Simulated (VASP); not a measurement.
A run of VASP 6.6.1 is set up as follows.

The input POSCAR:

```
HPbNO4
1.0
    6.4345300000      0.0000000000      0.0087200000
    0.0000000000      4.1108900000      0.0000000000
   -3.1488400000      0.0000000000      7.7202600000
H Pb N O
2 2 2 8
Direct
    0.2935600000      0.0966200000      0.5119500000
    0.7064400000      0.5966200000      0.4880500000
    0.9850400000      0.6050500000      0.2926400000
    0.0149600000      0.1050400000      0.7073600000
    0.5923000000      0.3658700000      0.7929000000
    0.4077000000      0.8658700000      0.2071000000
    0.1282400000      0.0919800000      0.4567200000
    0.4141900000      0.4619000000      0.8056400000
    0.7804200000      0.4654400000      0.8940100000
    0.5839600000      0.1626200000      0.6732500000
    0.8717600000      0.5919800000      0.5432800000
    0.5858100000      0.9619000000      0.1943600000
    0.2195800000      0.9654400000      0.1059900000
    0.4160400000      0.6626200000      0.3267500000
```

INCAR.step1

```
PREC     = Accurate       # precision mode
ENCUT    = 520            # plane-wave cutoff, eV
EDIFF    = 1E-5           # SCF threshold, eV
ISMEAR   = -1             # smearing method
SIGMA    = 0.05           # smearing width, eV
LREAL    = False          # projectors in reciprocal space
LASPH    = True           # aspherical terms in the spheres
NELM     = 120            # most SCF steps
ALGO     = Normal         # electronic algorithm
ISIF     = 2              # what is computed and relaxed
LWAVE    = True           # write WAVECAR
LCHARG   = False          # write CHGCAR
NBANDS   = 57             # bands
GGA      = PE             # functional
GGA_COMPAT= False        
KPAR     = 4
```

Contents of INCAR.step2:

```
PREC     = Accurate       # precision mode
ENCUT    = 520            # plane-wave cutoff, eV
EDIFF    = 1E-6           # SCF threshold, eV
ISMEAR   = -1             # smearing method
SIGMA    = 0.05           # smearing width, eV
LREAL    = False          # projectors in reciprocal space
LASPH    = True           # aspherical terms in the spheres
NELM     = 120            # most SCF steps
ALGO     = Normal         # electronic algorithm
ISIF     = 2              # what is computed and relaxed
LWAVE    = False          # write WAVECAR
LCHARG   = False          # write CHGCAR
GGA      = B3             # functional
LHFCALC  = True           # exact exchange
AEXX     = 0.2            # exact-exchange fraction
AGGAX    = 0.72         
AGGAC    = 0.81         
ALDAC    = 0.19         
PRECFOCK = Fast         
NBANDS   = 57             # bands
ISTART   = 1            
GGA_COMPAT= False        
KPAR     = 4
```

The input KPOINTS:

```
regular mesh
0
Gamma
  2 3 2
```

Potentials or basis: VASP PAW PBE potentials, release 64 (H, Pb_d, N, O).

The run is started by

```console
$ cat potpaw_PBE.64/H/POTCAR potpaw_PBE.64/Pb_d/POTCAR potpaw_PBE.64/N/POTCAR potpaw_PBE.64/O/POTCAR > POTCAR
$ cp INCAR.step1 INCAR
$ mpirun -np 4 vasp_std > vasp.out
$ cp INCAR.step2 INCAR
$ mpirun -np 4 vasp_std > vasp.out
```

Predict the band gap on the k mesh.

5.03 eV (least direct gap 5.19 eV).

Predict the pressure.

-1.0 GPa.

What does it give for the largest force?

0.449 eV/Å.

Stress tensor (GPa, compression positive):
```
-1.33  0.00 -0.37
 0.00 -0.67  0.00
-0.37  0.00 -0.95
```

Caveat: the k points lie up to 0.53 Å⁻¹ apart; the standard files for N, O and F lose accuracy on very short bonds; the PAW data sets were made with another functional, which shifts forces and pressure a little; spin-orbit coupling is left out, which moves the levels of the heavy elements; an odd mesh through Γ misses points on the zone boundary, where band edges can lie.
